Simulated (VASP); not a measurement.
# Al (P6_3/mmc) in VASP: further runs

Runs on Al. Level: PBE+D3(BJ). Tasks: single point.

Program: VASP 6.6.1. These are calculated values, not measurements. Logs are shortened: lines on timing, memory, paths and dates and some standing lists are left out, and cuts for length are marked.

## (1) The cell of the first run

Symmetry: P6_3/mmc, No. 194, hexagonal system. The conventional cell has a = 2.947 Å, b = 2.947 Å, c = 8.932 Å, α = 90.00°, β = 90.00°, γ = 120.00°. Within 3.7 Å of Al (site symmetry -3m) lie 12 Al at 2.81 to 2.95 Å. Within 3.7 Å of Al (site symmetry -6m2) lie 12 Al at 2.81 to 2.95 Å.

This isn't the form of Al at room conditions, which is fcc.

## (2) Single point, PBE+D3(BJ) (16.80 Å³/atom)

INCAR reads:

```
  ALGO = Fast
  EDIFF = 1E-6
  ENCUT = 520
  GGA = PE
  ISIF = 2
  ISMEAR = 0
  IVDW = 12
  LASPH = True
  LCHARG = True
  LELF = True
  LREAL = False
  LVHAR = True
  LWAVE = False
  NBANDS = 14
  NELM = 100
  PREC = Accurate
  SIGMA = 0.15
```

KPOINTS reads:

```
k-points
0
Gamma
  18 18 6
```

POSCAR reads:

```
Al
1.0
    2.9473576151      0.0000000000      0.0000000000
   -1.4736788076      2.5524865687      0.0000000000
    0.0000000000      0.0000000000      8.9319672525
Al
4
Direct
    0.0000000000      0.0000000000      0.0000000000
    0.3333333333      0.6666666667      0.2500000000
    0.0000000000      0.0000000000      0.5000000000
    0.6666666667      0.3333333333      0.7500000000
```

Potentials or basis: VASP PAW PBE potentials, release 64 (Al).

On the command line:

```console
$ cat potpaw_PBE.64/Al/POTCAR > POTCAR
$ mpirun -np 1 vasp_std > vasp.out
```

OUTCAR:

```text
EDIFF = 1E-6
   ENCUT = 520
   GGA = PE
   ISIF = 2
   ISMEAR = 0
   IVDW = 12
   LASPH = True
   LREAL = False
   NELM = 100
   PREC = Accurate
 IVDW          = 12

 ion  position               nearest neighbor table
   1  0.000  0.000  0.000-   2 2.81   4 2.81   4 2.81   2 2.81   4 2.81   2 2.81
   2  0.333  0.667  0.250-   1 2.81   3 2.81   1 2.81   3 2.81   1 2.81   3 2.81
   3  0.000  0.000  0.500-   2 2.81   4 2.81   4 2.81   2 2.81   4 2.81   2 2.81
   4  0.667  0.333  0.750-   1 2.81   3 2.81   1 2.81   3 2.81   1 2.81   3 2.81

  LATTYP: Found a hexagonal cell.
 ALAT       =     2.9473576151
 C/A-ratio  =     3.0305000000

  Lattice vectors:

 A1 = (   2.9473576151,   0.0000000000,   0.0000000000)
 A2 = (  -1.4736788076,   2.5524865687,   0.0000000000)
 A3 = (   0.0000000000,   0.0000000000,   8.9319672525)

Analysis of symmetry for initial positions (statically):
=====================================================================
 Subroutine PRICEL returns:
 Original cell was already a primitive cell.

 Routine SETGRP: Setting up the symmetry group for a
 hexagonal supercell.

 Subroutine GETGRP returns: Found 24 space group operations
 (whereof 12 operations were pure point group operations)
 out of a pool of 24 trial point group operations.

The static configuration has the point symmetry D_3d.
 The point group associated with its full space group is D_6h.

Analysis of symmetry for dynamics (positions and initial velocities):
=====================================================================
 Subroutine PRICEL returns:
 Original cell was already a primitive cell.

 Routine SETGRP: Setting up the symmetry group for a
 hexagonal supercell.

 Subroutine GETGRP returns: Found 24 space group operations
 (whereof 12 operations were pure point group operations)
 out of a pool of 24 trial point group operations.

The dynamic configuration has the point symmetry D_3d.
 The point group associated with its full space group is D_6h.

 Subroutine INISYM returns: Found 24 space group operations
 (whereof 12 operations are pure point group operations),
 and found     1 'primitive' translations

----------------------------------------------------------------------------------------

                                     Primitive cell

  volume of cell :      67.1960

  direct lattice vectors                    reciprocal lattice vectors
     2.947357615  0.000000000  0.000000000     0.339286958  0.195887417  0.000000000
    -1.473678808  2.552486569  0.000000000     0.000000000  0.391774833  0.000000000
     0.000000000  0.000000000  8.931967252     0.000000000  0.000000000  0.111957419

  length of vectors
     2.947357615  2.947357615  8.931967252     0.391774833  0.391774833  0.111957419

  position of ions in fractional coordinates (direct lattice)
     0.000000000  0.000000000  0.000000000
     0.333333333  0.666666667  0.250000000
     0.000000000  0.000000000  0.500000000
     0.666666667  0.333333333  0.750000000

  ion indices of the primitive-cell ions
   primitive index   ion index
                 1           1
                 2           2
                 3           3
                 4           4

----------------------------------------------------------------------------------------

 KPOINTS: k-points

Automatic generation of k-mesh.
 Grid dimensions read from file:
 generate k-points for:   18   18    6

 Generating k-lattice:

  Cartesian coordinates                     Fractional coordinates (reciprocal lattice)
     0.018849275  0.010882634  0.000000000     0.055555556  0.000000000  0.000000000
     0.000000000  0.021765269  0.000000000     0.000000000  0.055555556  0.000000000
     0.000000000  0.000000000  0.018659570     0.000000000  0.000000000  0.166666667

  Length of vectors
     0.021765269  0.021765269  0.018659570

  Shift w.r.t. Gamma in fractional coordinates (k-lattice)
     0.000000000  0.000000000  0.000000000

 Subroutine IBZKPT returns following result:
 ===========================================

 Found    148 irreducible k-points:

 Following reciprocal coordinates:
            Coordinates               Weight
  0.000000  0.000000  0.000000      1.000000
  0.055556  0.000000  0.000000      6.000000
  0.111111  0.000000  0.000000      6.000000
  0.166667  0.000000  0.000000      6.000000
  0.222222  0.000000  0.000000      6.000000
  0.277778  0.000000  0.000000      6.000000
[... 16 lines left out ...]
  0.333333  0.111111  0.000000     12.000000
  0.388889  0.111111  0.000000     12.000000
 [... further k-points ...]
   k-points           NKPTS =    148   k-points in BZ     NKDIM =    148   number of bands    NBANDS=     14
   number of dos      NEDOS =    301   number of ions     NIONS =      4
   total plane-waves  NPLWV =  40320
   dimension x,y,z NGX =    24 NGY =   24 NGZ =   70
   dimension x,y,z NGXF=    48 NGYF=   48 NGZF=  140
   ions per type =               4
   NGX,Y,Z   is equivalent  to a cutoff of  13.54, 13.54, 13.03 a.u.
   NGXF,Y,Z  is equivalent  to a cutoff of  27.07, 27.07, 26.06 a.u.
 SYSTEM =  unknown system
   PREC   = accura    normal or accurate (medium, high low for compatibility)
   ISTART =      0    job   : 0-new  1-cont  2-samecut
   ICHARG =      2    charge: 1-file 2-atom 10-const
   ISPIN  =      1    spin polarized calculation?
   LNONCOLLINEAR =      F non collinear calculations
   LSORBIT =      F    spin-orbit coupling
   LASPH  =      T    aspherical Exc in radial PAW
   ENCUT  =  520.0 eV  38.22 Ry    6.18 a.u.   5.48  5.48 16.61*2*pi/ulx,y,z
   NELM   =    100;   NELMIN=  2; NELMDL= -5     # of ELM steps
   EDIFF  = 0.1E-05   stopping-criterion for ELM
   LREAL  =      F    real-space projection
   EDIFFG = 0.1E-04   stopping-criterion for IOM
   NSW    =      0    number of steps for IOM
   IBRION =     -1    ionic relax: 0-MD 1-quasi-New 2-CG
   NFREE  =      0    steps in history (QN), initial steepest desc. (CG)
   ISIF   =      2    stress and relaxation
   ISYM   =      2    0-nonsym 1-usesym 2-fastsym
   POTIM  = 0.5000    time-step for ionic-motion
   TEBEG  =    0.0;   TEEND  =   0.0 temperature during run
   PSTRESS=    0.0 pullay stress
   NELECT =      12.0000    total number of electrons
   NUPDOWN=      -1.0000    fix difference up-down
   EMIN   =  10.00;   EMAX   =-10.00  energy-range for DOS
   EFERMI =   0.00;   METHOD = LEGACY
   ISMEAR =     0;   SIGMA  =   0.15  broadening in eV -4-tet -1-fermi 0-gaus
   EFERMI_NEDOS =   21; number of points for ismear=-14 and -15
   IALGO  =     68    algorithm
   IMIX   =      4    mixing-type and parameters
     AMIX     =   0.40;   BMIX     =  1.00
     AMIX_MAG =   1.60;   BMIX_MAG =  1.00
  volume/ion in A,a.u.               =      16.80       113.37
  Fermi-wavevector in a.u.,A,eV,Ry     =   0.921908  1.742153 11.563779  0.849914
  Thomas-Fermi vector in A             =   2.047376
   LORBIT       =      0    0 simple, 1 ext, 2 COOP (PROOUT), +10 PAW based schemes
   GGA     = PE    functional components
   LHFCALC =     F    Hartree Fock is set to
   AEXX    =    0.0000 exact exchange contribution
   IVDW    =    12    specifies the selected vdW correction
   LEPSILON=     F    determine dielectric tensor
   LRPA    =     F    only Hartree local field effects (RPA)
 non-spin polarized calculation
 RMM-DIIS sequential band-by-band and
 Gauss-broadening in eV      SIGMA  =   0.15
  energy-cutoff  :      520.00
  volume of cell :       67.20
 maximum number of plane-waves:      1858
 NGX is ok and might be reduce to    24
   NGX = 11   NGY = 11   NGZ = 33

 number of electron      12.0000000 magnetization

 Free energy of the ion-electron system (eV)
  ---------------------------------------------------
  ext. energy  EPLUGINS =         0.00000000
  ---------------------------------------------------
  free energy    TOTEN  =       -14.88258114 eV

  energy without entropy =      -14.86509785  energy(sigma->0) =      -14.87383949

 E-fermi :   7.8232     XC(G=0): -10.1299

 val. band max:        7.8210837826   @ k =   0.2778   0.0556   0.5000
 cond. band min:       7.8477623638   @ k =   0.3889   0.1111   0.5000
 fundamental gap:      0.0266785812
 Fermi energy:         7.8231905885

 k-point     1 :       0.0000    0.0000    0.0000
  band No.  band energies     occupation
      1      -3.2025      2.00000
      2      -1.3599      2.00000
      3      -1.3580      2.00000
      4       3.7210      2.00000
      5       4.3893      2.00000
      6      12.6401      0.00000
      7      12.6704      0.00000
      8      17.1708      0.00000
      9      17.1708      0.00000
     10      17.4976      0.00000
     11      17.4976      0.00000
     12      18.7174      0.00000
     13      18.7298      0.00000
     14      18.8766      0.00000

 k-point     2 :       0.0556    0.0000    0.0000
  band No.  band energies     occupation
      1      -3.1325      2.00000
      2      -1.2907      2.00000
      3      -1.2889      2.00000
      4       3.7854      2.00000
      5       4.4576      2.00000
      6      12.6825      0.00000
      7      12.7233      0.00000
      8      15.8027      0.00000
      9      16.3181      0.00000
     10      17.2345      0.00000
     11      17.4087      0.00000
     12      17.7886      0.00000
     13      17.8590      0.00000
     14      17.9122      0.00000

 k-point     3 :       0.1111    0.0000    0.0000
  band No.  band energies     occupation
      1      -2.9225      2.00000
      2      -1.0834      2.00000
      3      -1.0817      2.00000
      4       3.9785      2.00000
      5       4.6617      2.00000
      6      12.7363      0.00000
      7      12.8671      0.00000
      8      14.0220      0.00000
      9      15.4183      0.00000
     10      15.4474      0.00000
     11      15.5670      0.00000
     12      16.9922      0.00000
     13      17.0127      0.00000
     14      17.1760      0.00000

 k-point     4 :       0.1667    0.0000    0.0000
  band No.  band energies     occupation
      1      -2.5732      2.00000
      2      -0.7384      2.00000
      3      -0.7372      2.00000
      4       4.2999      2.00000
      5       4.9988      2.00000
      6      11.7724      0.00000
      7      12.9029      0.00000
      8      13.3301      0.00000
      9      13.5809      0.00000
     10      13.9325      0.00000
     11      14.6323      0.00000
     12      16.2243      0.00000
     13      16.2285      0.00000
     14      16.4186      0.00000

 k-point     5 :       0.2222    0.0000    0.0000
  band No.  band energies     occupation
      1      -2.0856      2.00000
      2      -0.2570      2.00000
      3      -0.2564      2.00000
      4       4.7488      2.00000
      5       5.4613      2.00000
      6      10.0206      0.00000
      7      11.6334      0.00000
      8      11.7388      0.00000
      9      13.6128      0.00000
     10      13.7775      0.00000
     11      13.9664      0.00000
[... 276 lines left out ...]
 k-point    22 :       0.2778    0.1111    0.0000
  band No.  band energies     occupation
      1      -0.4950      2.00000
      2       1.3100      2.00000
      3       1.3135      2.00000
      4       6.1960      2.00000
      5       6.4483      2.00000
      6       7.3376      2.00000
      7       8.5770      0.00000
      8       8.6211      0.00000
      9      10.3336      0.00000
     10      11.9271      0.00000
     11      12.1100      0.00000
     12      13.3478      0.00000
     13      14.1823      0.00000
     14      15.3123      0.00000

 k-point    23 :       0.3333    0.1111    0.0000
  band No.  band energies     occupation
      1       0.3959      2.00000
      2       2.1834      2.00000
      3       2.1925      2.00000
      4       5.2088      2.00000
      5       6.6966      2.00000
      6       6.9585      2.00000
      7       7.4139      1.99989
      8       8.0576      0.02709
      9      10.0218      0.00000
     10      11.4036      0.00000
     11      11.7493      0.00000
     12      12.1330      0.00000
     13      12.8838      0.00000
     14      15.8991      0.00000

 k-point    24 :       0.3889    0.1111    0.0000
  band No.  band energies     occupation
      1       1.4154      2.00000
      2       3.1641      2.00000
      3       3.1956      2.00000
      4       3.8490      2.00000
      5       5.5923      2.00000
      6       5.6618      2.00000
      7       8.0923      0.01118
      8       8.8378      0.00000
      9       9.8502      0.00000
     10      10.3627      0.00000
     11      11.3156      0.00000
     12      11.6663      0.00000
     13      11.9052      0.00000
     14      16.1065      0.00000

 [... further k-points ...]

------------------------ aborting loop because EDIFF is reached ----------------------------------------

 Edisp (eV)   -1.32073

 E8    (eV) :    -0.5905

  FORCE on cell =-STRESS in cart. coord.  units (eV):
  Direction    XX          YY          ZZ          XY          YZ          ZX
  --------------------------------------------------------------------------------------
  -------------------------------------------------------------------------------------
  Total      -2.21439    -2.21439    -0.34280     0.00000     0.00000     0.00000
  in kB     -52.79841   -52.79841    -8.17359     0.00000     0.00000     0.00000
  external pressure =      -37.92 kB  Pullay stress =        0.00 kB

 VOLUME and BASIS-vectors are now :
 -----------------------------------------------------------------------------
  energy-cutoff  :      520.00
  volume of cell :       67.20
      direct lattice vectors                 reciprocal lattice vectors
     2.947357615  0.000000000  0.000000000     0.339286958  0.195887417  0.000000000
    -1.473678808  2.552486569  0.000000000     0.000000000  0.391774833  0.000000000
     0.000000000  0.000000000  8.931967252     0.000000000  0.000000000  0.111957419

 POSITION                                       TOTAL-FORCE (eV/Angst)
 -----------------------------------------------------------------------------------
      0.00000      0.00000      0.00000         0.000000      0.000000      0.000000
     -0.00000      1.70166      2.23299        -0.000000      0.000000      0.000000
      0.00000      0.00000      4.46598         0.000000      0.000000      0.000000
      1.47368      0.85083      6.69898         0.000000     -0.000000     -0.000000
 -----------------------------------------------------------------------------------
    total drift:                               -0.000000      0.000000      0.000000

  FREE ENERGIE OF THE ION-ELECTRON SYSTEM (eV)
  ---------------------------------------------------
  free  energy   TOTEN  =       -16.2033155221 eV

  energy  without entropy=      -16.1858322243  energy(sigma->0) =      -16.19457387
```

It took 89 s on 1 thread of Intel Xeon Platinum 8488C (Sapphire Rapids), shared host; peak memory 0.26 GiB.

Results:

| Property | Result |
| --- | --- |
| Free energy | -16.2033 eV |
| Pressure | -3.8 GPa |
| Band gap on the k mesh | zero (bands 6 and 7 overlap by 6.65 eV) |
| Dispersion energy per atom | -0.330 eV |

Levels at points of the mesh, in eV from the Fermi level:
| k point | band 3 | band 4 | band 5 | band 6 | band 7 | band 8 | band 9 | band 10 |
| --- | --- | --- | --- | --- | --- | --- | --- | --- |
| (0.00, 0.00, 0.00) | -9.18 | -4.10 | -3.43 | 4.82 | 4.85 | 9.35 | 9.35 | 9.67 |
| (0.50, 0.00, 0.00) | -4.00 | -3.85 | -3.52 | -3.32 | 0.93 | 1.44 | 1.94 | 2.14 |
| (0.00, 0.00, 0.50) | -6.91 | -6.91 | 0.18 | 0.18 | 9.68 | 9.68 | 9.68 | 9.68 |
| (0.50, 0.00, 0.50) | -4.91 | -4.91 | -1.78 | -1.78 | -1.10 | -1.10 | 5.03 | 5.03 |

Caveat: the cell stands under tension.

(Continued in part 2 of 2.)

The gap in the log of VASP goes by the Fermi energy; the results here count the filled bands.